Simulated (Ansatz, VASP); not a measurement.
## One calculation of NaF, two programs

```
Na F
1.0
     2.32000    2.32000    0.00000
    -2.32000    2.32000    0.00000
     0.00000    2.32000    2.32000
Na F
1 1
Direct
  0.00000 0.00000 0.00000
  0.50000 0.50000 0.00000
```

Alike in both runs: task relaxation of cell and atoms; functional r2SCAN; k mesh 12 × 12 × 12; occupations fermi-dirac, width 0.05 eV; no spin polarisation.

|  | VASP | Ansatz |
| --- | --- | --- |
| version | VASP 6.6.1 | Ansatz 0.2.0 |
| potentials or method | VASP PAW PBE potentials, release 64 (Na_pv, F) | PAW with Ansatz's default frozen-core files, scalar-relativistic |
| plane-wave cutoff (eV) | 600 | 500 |
| valence electrons in the cell | 14 | 16 |

Ansatz gave:

```
relaxed volume (Å³/atom)                                     : 12.12
relaxed cell length with the largest relative difference (Å) : 3.249
```

Question: Which values does VASP return?

Answer: Relaxed volume (Å³/atom): 11.95; relaxed cell length with the largest relative difference (Å): 3.233.

VASP's potentials were made for PBE, not for r2SCAN. VASP's potentials hold 14 valence electrons a cell and Ansatz's 16, so a difference there can come from the potentials and not from the codes.
